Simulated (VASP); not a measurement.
A run of VASP 6.6.1 is set up as follows.

Contents of INCAR:

```
SYSTEM = LiF
ALGO = Normal
EDIFF = 1E-8
ENCUT = 520
IBRION = 6
ISIF = 2
ISMEAR = 0
IVDW = 12
LASPH = .True.
LCHARG = .False.
LMIXTAU = .True.
LREAL = .False.
LWAVE = .False.
METAGGA = R2SCAN
NBANDS = 12
NELM = 100
NFREE = 2
NSW = 1
POTIM = 0.015
PREC = Accurate
SIGMA = 0.01
VDW_A1 = 0.49484001
VDW_A2 = 5.73083694
VDW_S6 = 1.0
VDW_S8 = 0.78981345
```

The input KPOINTS:

```
k-points
0
Gamma
  10 10 10
  0 0 0
```

The input POSCAR:

```
LiF
1.0
    2.4550000000      0.0000000000      0.0000000000
    0.0000000000      2.4550000000      0.0000000000
    0.0000000000      0.0000000000      2.4550000000
Li F
1 1
Direct
    0.0000000000      0.0000000000      0.0000000000
    0.5000000000      0.5000000000      0.5000000000
```

Potentials or basis: VASP PAW PBE potentials, release 64 (Li_sv, F).

Command:

```console
$ cat potpaw_PBE.64/Li_sv/POTCAR potpaw_PBE.64/F/POTCAR > POTCAR
$ mpirun -np 1 vasp_std > vasp.out
```

(1) Predict the dispersion energy per atom.

Results:

(1) -0.093 eV.

Caveat: some modes are imaginary.
